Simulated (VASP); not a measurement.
# Ru (P6_3/mmc) in VASP: further runs

The runs below take Ru through single point, relaxation of cell and atoms, with PBE.

Everything below comes from runs of VASP 6.6.1. Logs are shortened: lines on timing, memory, paths and dates and some standing lists are left out, and cuts for length are marked.

**1. The cell of the first run**

Symmetry: P6_3/mmc, No. 194, hexagonal system. The conventional cell has a = 2.720 Å, b = 2.720 Å, c = 4.296 Å, α = 90.00°, β = 90.00°, γ = 120.00°. Ru (site symmetry -6m2) has 12 Ru at 2.66 to 2.72 Å within 3.5 Å.

**2. Single point, PBE**

Contents of INCAR:

```
SYSTEM = Ru
ALGO = Fast ; EDIFF = 1E-7
ENCUT = 520 ; GGA = PE
ISIF = 2 ; ISMEAR = 0
LASPH = .TRUE. ; LCHARG = .FALSE.
LREAL = .FALSE. ; LWAVE = .FALSE.
NBANDS = 21 ; NELM = 80
PREC = Accurate ; SIGMA = 0.1
```

Contents of KPOINTS:

```
k-points
0
G
  15 15 8
  0 0 0
```

Contents of POSCAR:

```
Ru
1.0
    2.7200332037      0.0000000000      0.0000000000
   -1.3600166018      2.3556178535      0.0000000000
    0.0000000000      0.0000000000      4.2956611061
Ru
2
Direct
    0.3333333333      0.6666666667      0.2500000000
    0.6666666667      0.3333333333      0.7500000000
```

Potentials or basis: VASP PAW PBE potentials, release 64 (Ru_pv).

On the command line:

```bash
cat potpaw_PBE.64/Ru_pv/POTCAR > POTCAR
mpirun -np 1 vasp_std > vasp.out
```

OUTCAR:

```text
SYSTEM = Ru
   EDIFF = 1E-7
   ENCUT = 520
   GGA = PE
   ISIF = 2
   ISMEAR = 0
   LASPH = .TRUE.
   LREAL = .FALSE.
   NELM = 80
   PREC = Accurate

 ion  position               nearest neighbor table
   1  0.333  0.667  0.250-   2 2.66   2 2.66   2 2.66   2 2.66   2 2.66   2 2.66
   2  0.667  0.333  0.750-   1 2.66   1 2.66   1 2.66   1 2.66   1 2.66   1 2.66

  LATTYP: Found a hexagonal cell.
 ALAT       =     2.7200332037
 C/A-ratio  =     1.5792678929

  Lattice vectors:

 A1 = (   2.7200332037,   0.0000000000,   0.0000000000)
 A2 = (  -1.3600166018,   2.3556178535,   0.0000000000)
 A3 = (   0.0000000000,   0.0000000000,   4.2956611061)

Analysis of symmetry for initial positions (statically):
=====================================================================
 Subroutine PRICEL returns:
 Original cell was already a primitive cell.

 Routine SETGRP: Setting up the symmetry group for a
 hexagonal supercell.

 Subroutine GETGRP returns: Found 24 space group operations
 (whereof 12 operations were pure point group operations)
 out of a pool of 24 trial point group operations.

The static configuration has the point symmetry D_3d.
 The point group associated with its full space group is D_6h.

Analysis of symmetry for dynamics (positions and initial velocities):
=====================================================================
 Subroutine PRICEL returns:
 Original cell was already a primitive cell.

 Routine SETGRP: Setting up the symmetry group for a
 hexagonal supercell.

 Subroutine GETGRP returns: Found 24 space group operations
 (whereof 12 operations were pure point group operations)
 out of a pool of 24 trial point group operations.

The dynamic configuration has the point symmetry D_3d.
 The point group associated with its full space group is D_6h.

 Subroutine INISYM returns: Found 24 space group operations
 (whereof 12 operations are pure point group operations),
 and found     1 'primitive' translations

----------------------------------------------------------------------------------------

                                     Primitive cell

  volume of cell :      27.5238

  direct lattice vectors                    reciprocal lattice vectors
     2.720033204  0.000000000  0.000000000     0.367642571  0.212258537  0.000000000
    -1.360016602  2.355617854  0.000000000     0.000000000  0.424517075  0.000000000
     0.000000000  0.000000000  4.295661106     0.000000000  0.000000000  0.232793038

  length of vectors
     2.720033204  2.720033204  4.295661106     0.424517075  0.424517075  0.232793038

  position of ions in fractional coordinates (direct lattice)
     0.333333333  0.666666667  0.250000000
     0.666666667  0.333333333  0.750000000

  ion indices of the primitive-cell ions
   primitive index   ion index
                 1           1
                 2           2

----------------------------------------------------------------------------------------

 KPOINTS: k-points

Automatic generation of k-mesh.
 Grid dimensions read from file:
 generate k-points for:   15   15    8

 Generating k-lattice:

  Cartesian coordinates                     Fractional coordinates (reciprocal lattice)
     0.024509505  0.014150569  0.000000000     0.066666667  0.000000000  0.000000000
     0.000000000  0.028301138  0.000000000     0.000000000  0.066666667  0.000000000
     0.000000000  0.000000000  0.029099130     0.000000000  0.000000000  0.125000000

  Length of vectors
     0.028301138  0.028301138  0.029099130

  Shift w.r.t. Gamma in fractional coordinates (k-lattice)
     0.000000000  0.000000000  0.000000000

 Subroutine IBZKPT returns following result:
 ===========================================

 Found    135 irreducible k-points:

 Following reciprocal coordinates:
            Coordinates               Weight
  0.000000  0.000000  0.000000      1.000000
  0.066667  0.000000  0.000000      6.000000
  0.133333  0.000000  0.000000      6.000000
  0.200000  0.000000  0.000000      6.000000
  0.266667  0.000000  0.000000      6.000000
  0.333333  0.000000  0.000000      6.000000
[... 16 lines left out ...]
  0.333333  0.200000  0.000000     12.000000
  0.400000  0.200000  0.000000      6.000000
 [... further k-points ...]
   k-points           NKPTS =    135   k-points in BZ     NKDIM =    135   number of bands    NBANDS=     21
   number of dos      NEDOS =    301   number of ions     NIONS =      2
   total plane-waves  NPLWV =  12800
   dimension x,y,z NGX =    20 NGY =   20 NGZ =   32
   dimension x,y,z NGXF=    40 NGYF=   40 NGZF=   64
   ions per type =               2
   NGX,Y,Z   is equivalent  to a cutoff of  12.22, 12.22, 12.38 a.u.
   NGXF,Y,Z  is equivalent  to a cutoff of  24.45, 24.45, 24.77 a.u.
 SYSTEM =  Ru
   PREC   = accura    normal or accurate (medium, high low for compatibility)
   ISTART =      0    job   : 0-new  1-cont  2-samecut
   ICHARG =      2    charge: 1-file 2-atom 10-const
   ISPIN  =      1    spin polarized calculation?
   LNONCOLLINEAR =      F non collinear calculations
   LSORBIT =      F    spin-orbit coupling
   LASPH  =      T    aspherical Exc in radial PAW
   ENCUT  =  520.0 eV  38.22 Ry    6.18 a.u.   5.06  5.06  7.99*2*pi/ulx,y,z
   NELM   =     80;   NELMIN=  2; NELMDL= -5     # of ELM steps
   EDIFF  = 0.1E-06   stopping-criterion for ELM
   LREAL  =      F    real-space projection
   EDIFFG = 0.1E-05   stopping-criterion for IOM
   NSW    =      0    number of steps for IOM
   IBRION =     -1    ionic relax: 0-MD 1-quasi-New 2-CG
   NFREE  =      0    steps in history (QN), initial steepest desc. (CG)
   ISIF   =      2    stress and relaxation
   ISYM   =      2    0-nonsym 1-usesym 2-fastsym
   POTIM  = 0.5000    time-step for ionic-motion
   TEBEG  =    0.0;   TEEND  =   0.0 temperature during run
   PSTRESS=    0.0 pullay stress
   NELECT =      28.0000    total number of electrons
   NUPDOWN=      -1.0000    fix difference up-down
   EMIN   =  10.00;   EMAX   =-10.00  energy-range for DOS
   EFERMI =   0.00;   METHOD = LEGACY
   ISMEAR =     0;   SIGMA  =   0.10  broadening in eV -4-tet -1-fermi 0-gaus
   EFERMI_NEDOS =   21; number of points for ismear=-14 and -15
   IALGO  =     68    algorithm
   IMIX   =      4    mixing-type and parameters
     AMIX     =   0.40;   BMIX     =  1.00
     AMIX_MAG =   1.60;   BMIX_MAG =  1.00
  volume/ion in A,a.u.               =      13.76        92.87
  Fermi-wavevector in a.u.,A,eV,Ry     =   1.646485  3.111406 36.884216  2.710913
  Thomas-Fermi vector in A             =   2.736105
   LORBIT       =      0    0 simple, 1 ext, 2 COOP (PROOUT), +10 PAW based schemes
   GGA     = PE    functional components
   LHFCALC =     F    Hartree Fock is set to
   AEXX    =    0.0000 exact exchange contribution
   IVDW    =     0    specifies the selected vdW correction
   LEPSILON=     F    determine dielectric tensor
   LRPA    =     F    only Hartree local field effects (RPA)
 non-spin polarized calculation
 RMM-DIIS sequential band-by-band and
 Gauss-broadening in eV      SIGMA  =   0.10
  energy-cutoff  :      520.00
  volume of cell :       27.52
 maximum number of plane-waves:       764
   NGX = 11   NGY = 11   NGZ = 15

 number of electron      28.0000013 magnetization

 Free energy of the ion-electron system (eV)
  ---------------------------------------------------
  ext. energy  EPLUGINS =         0.00000000
  ---------------------------------------------------
  free energy    TOTEN  =       -18.47708468 eV

  energy without entropy =      -18.46928405  energy(sigma->0) =      -18.47318436

 E-fermi :  12.5898     XC(G=0): -14.0358

 val. band max:       12.5749287999   @ k =   0.0000   0.0000   0.3750
 cond. band min:      12.6185988066   @ k =   0.0667   0.0000   0.3750
 fundamental gap:      0.0436700067
 Fermi energy:        12.5898287086

 k-point     1 :       0.0000    0.0000    0.0000
  band No.  band energies     occupation
      1     -31.0048      2.00000
      2     -30.1147      2.00000
      3     -30.1147      2.00000
      4     -29.9498      2.00000
      5     -29.9498      2.00000
      6     -29.9068      2.00000
[... 13 lines left out ...]
     20      23.0304      0.00000
     21      23.0440      0.00000

 k-point     2 :       0.0667    0.0000    0.0000
  band No.  band energies     occupation
      1     -30.9903      2.00000
      2     -30.1453      2.00000
      3     -30.1251      2.00000
      4     -29.9819      2.00000
      5     -29.9540      2.00000
      6     -29.9136      2.00000
[... 13 lines left out ...]
     20      23.0304      0.00000
     21      23.0428      0.00000

 k-point     3 :       0.1333    0.0000    0.0000
  band No.  band energies     occupation
      1     -30.9480      2.00000
      2     -30.2317      2.00000
      3     -30.1539      2.00000
      4     -30.0712      2.00000
      5     -29.9664      2.00000
      6     -29.9340      2.00000
[... 13 lines left out ...]
     20      23.0304      0.00000
     21      23.0400      0.00000

 k-point     4 :       0.2000    0.0000    0.0000
  band No.  band energies     occupation
      1     -30.8817      2.00000
      2     -30.3593      2.00000
      3     -30.1996      2.00000
      4     -30.1948      2.00000
      5     -29.9857      2.00000
      6     -29.9682      2.00000
[... 13 lines left out ...]
     20      23.0303      0.00000
     21      23.0371      0.00000

 k-point     5 :       0.2667    0.0000    0.0000
  band No.  band energies     occupation
      1     -30.7974      2.00000
      2     -30.5059      2.00000
      3     -30.3428      2.00000
      4     -30.2404      2.00000
      5     -30.0154      2.00000
      6     -30.0091      2.00000
[... 13 lines left out ...]
     20      23.0306      0.00000
     21      23.0354      0.00000
[... 382 lines left out ...]
     20      24.5891      0.00000
     21      25.0274      0.00000

 k-point    22 :       0.2667    0.2000    0.0000
  band No.  band energies     occupation
      1     -30.6629      2.00000
      2     -30.5902      2.00000
      3     -30.5794      2.00000
      4     -30.3536      2.00000
      5     -30.1780      2.00000
      6     -30.1518      2.00000
[... 13 lines left out ...]
     20      23.7113      0.00000
     21      24.0545      0.00000

 k-point    23 :       0.3333    0.2000    0.0000
  band No.  band energies     occupation
      1     -30.7279      2.00000
      2     -30.5797      2.00000
      3     -30.5089      2.00000
      4     -30.4241      2.00000
      5     -30.2150      2.00000
      6     -30.2113      2.00000
[... 13 lines left out ...]
     20      24.2128      0.00000
     21      25.3949      0.00000

 k-point    24 :       0.4000    0.2000    0.0000
  band No.  band energies     occupation
      1     -30.7505      2.00000
      2     -30.5708      2.00000
      3     -30.4694      2.00000
      4     -30.4587      2.00000
      5     -30.2481      2.00000
      6     -30.2226      2.00000
[... 13 lines left out ...]
     20      23.0302      0.00000
     21      24.7774      0.00000

 [... further k-points ...]

------------------------ aborting loop because EDIFF is reached ----------------------------------------

  FORCE on cell =-STRESS in cart. coord.  units (eV):
  Direction    XX          YY          ZZ          XY          YZ          ZX
  --------------------------------------------------------------------------------------
  -------------------------------------------------------------------------------------
  Total       -0.0091980     -0.0091980     -0.0069711     -0.0000000      0.0000000      0.0000000
  in kB       -0.5354203     -0.5354203     -0.4057928     -0.0000000      0.0000000      0.0000000
  external PRESSURE =      -0.4922111 kB  Pullay stress =       0.0000000 kB

 VOLUME and BASIS-vectors are now :
 -----------------------------------------------------------------------------
  energy-cutoff  :      520.00
  volume of cell :       27.52
      direct lattice vectors                 reciprocal lattice vectors
     2.720033204  0.000000000  0.000000000     0.367642571  0.212258537  0.000000000
    -1.360016602  2.355617854  0.000000000     0.000000000  0.424517075  0.000000000
     0.000000000  0.000000000  4.295661106     0.000000000  0.000000000  0.232793038

 POSITION                                       TOTAL-FORCE (eV/Angst)
 -----------------------------------------------------------------------------------
     -0.00000      1.57041      1.07392        -0.000000      0.000000      0.000000
      1.36002      0.78521      3.22175         0.000000     -0.000000      0.000000
 -----------------------------------------------------------------------------------
    total drift:                               -0.000000      0.000000     -0.000000

  FREE ENERGIE OF THE ION-ELECTRON SYSTEM (eV)
  ---------------------------------------------------
  free  energy   TOTEN  =       -18.4770846798 eV

  energy  without entropy=      -18.4692840471  energy(sigma->0) =      -18.47318436
```

Wall time 89 s (1 thread of Intel Xeon 8259CL, shared host); peak memory 0.18 GiB.

Results:

| Property | Result |
| --- | --- |
| Free energy | -18.4771 eV |
| Pressure | 0.0 GPa |
| Band gap on the k mesh | zero (bands 14 and 15 overlap by 3.01 eV) |

**3. Single point, PBE**

Contents of INCAR:

```
PREC = Accurate ; ENCUT = 520
EDIFF = 1E-7 ; ISMEAR = -1
SIGMA = 0.15 ; LREAL = F
LASPH = T ; NELM = 80
ALGO = Normal ; ISIF = 2
LWAVE = F ; LCHARG = F
GGA = PE ; NBANDS = 21
```

Contents of KPOINTS:

```
regular mesh
0
Gamma
  15 15 8
```

Contents of POSCAR:

```
Ru
1.0
    2.7220029848      0.0000000000      0.0000000000
   -1.3610014924      2.3573237340      0.0000000000
    0.0000000000      0.0000000000      4.2969005178
Ru
2
Direct
    0.3333333333      0.6666666667      0.2500000000
    0.6666666667      0.3333333333      0.7500000000
```

Potentials or basis: VASP PAW PBE potentials, release 64 (Ru_pv).

On the command line:

```bash
cat potpaw_PBE.64/Ru_pv/POTCAR > POTCAR
mpirun -np 1 vasp_std > vasp.out
```

Run time: 73 s. Hardware: 1 thread of Intel Xeon 8259CL, shared host; peak memory 0.18 GiB.

Results (log left out):

- Free energy: -18.5333 eV
- Pressure: -0.1 GPa
- Band gap on the k mesh: zero (bands 14 and 15 overlap by 3.00 eV)

Levels at points of the mesh, in eV from the Fermi level:
```
           k point  band 12  band 13  band 14  band 15  band 16  band 17
(0.00, 0.00, 0.00)    -1.88    -1.88    -1.39    -1.39     1.14     1.14
(0.00, 0.00, 0.50)    -2.72    -2.66    -2.66     0.52     0.52     0.52
```

**4. Relaxation of cell and atoms, PBE**

Contents of INCAR:

```
PREC = Accurate
ENCUT = 600
EDIFF = 1E-7
ISMEAR = -1
SIGMA = 0.15
LREAL = F
LASPH = T
NELM = 60
ALGO = Normal
ISIF = 3
LWAVE = F
LCHARG = F
GGA = PE
IBRION = 2
NSW = 80
EDIFFG = -0.001
```

Contents of KPOINTS:

```
Automatic mesh
0
Gamma
  15 15 8
```

Contents of POSCAR:

```
Ru
1.0
    2.7200332037      0.0000000000      0.0000000000
   -1.3600166018      2.3556178535      0.0000000000
    0.0000000000      0.0000000000      4.2956611061
Ru
2
Direct
    0.3333333333      0.6666666667      0.2500000000
    0.6666666667      0.3333333333      0.7500000000
```

On the command line:

```bash
cat potpaw_PBE.64/Ru_pv/POTCAR > POTCAR
mpirun -np 1 vasp_std > vasp.out
```

Wall time 3.8 min (1 thread of Intel Xeon 8259CL, shared host); peak memory 0.22 GiB.

Results (log left out):

```yaml
Free_energy: -18.5336 eV
Relaxed_volume: 13.78 Å³/atom
Relaxed_cell: a = 2.722 Å, b = 2.722 Å, c = 4.297 Å, α = 90.00°, β = 90.00°, γ = 120.00°
Space_group_after_relaxing_to_0.1_Å: P6_3/mmc (No. 194)
Energy_gained_by_relaxing: 0.0 meV/atom
Ionic_steps: 6
Pressure_after_relaxing: 0.0 GPa
Band_gap_on_the_k_mesh: zero (bands 14 and 15 overlap by 3.00 eV)
```

Final structure:
```
Ru
1.0
     2.72169    0.00000    0.00000
    -1.36084    2.35705    0.00000
     0.00000    0.00000    4.29650
Ru
2
Direct
  0.33333 0.66667 0.25000
  0.66667 0.33333 0.75000
```

Levels at points of the mesh, in eV from the Fermi level:
```
           k point  band 12  band 13  band 14  band 15  band 16  band 17
(0.00, 0.00, 0.00)    -1.88    -1.88    -1.39    -1.39     1.14     1.14
(0.00, 0.00, 0.50)    -2.72    -2.66    -2.66     0.52     0.52     0.52
```

**5. Summary**

```tsv
task	cell	cutoff (eV)	smearing	gap on the mesh (eV)	pressure (GPa)
single point	a = 2.720, b = 2.720, c = 4.296 Å, angles 90.0, 90.0, 120.0°, 2 atoms	520	gaussian 0.1 eV	none	0.0
single point	a = 2.722, b = 2.722, c = 4.297 Å, angles 90.0, 90.0, 120.0°, 2 atoms	520	fermi-dirac 0.15 eV	none	-0.1
relaxation of cell and atoms	relaxed from a = 2.720, b = 2.720, c = 4.296 Å, angles 90.0, 90.0, 120.0°, 2 atoms	600	fermi-dirac 0.15 eV	none	0.0
```

Alike in all rows: level PBE; potentials or basis VASP PAW PBE potentials, release 64 (Ru_pv); no spin polarisation; k mesh 15 × 15 × 8.

Total energies depend on the potentials used, so only differences within one code and one set of settings carry meaning.
